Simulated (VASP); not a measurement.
A run of VASP 6.6.1 is set up as follows.

Contents of INCAR:

```
ALGO = Normal
EDIFF = 1E-6
ENCUT = 520
GGA = RP
ISIF = 2
ISMEAR = -1
LASPH = True
LCHARG = False
LREAL = False
LWAVE = False
NBANDS = 12
NELM = 100
PREC = Accurate
SIGMA = 0.1
```

Contents of KPOINTS:

```
k-points
0
Gamma
  12 12 12
```

POSCAR

```
Y
1.0
    0.0000000000      2.6686407518      2.6686407518
    2.6686407518      0.0000000000      2.6686407518
    2.6686407518      2.6686407518      0.0000000000
Y
1
Direct
    0.0000000000      0.0000000000      0.0000000000
```

Potentials or basis: VASP PAW PBE potentials, release 64 (Y_sv).

The run is started by

```sh
$ cat potpaw_PBE.64/Y_sv/POTCAR > POTCAR
$ mpirun -np 1 vasp_std > vasp.out
```

Task: What does it give for the pressure?

Result: -3.5 GPa.

Caveat: the PAW data sets were made with another functional, which shifts forces and pressure a little.
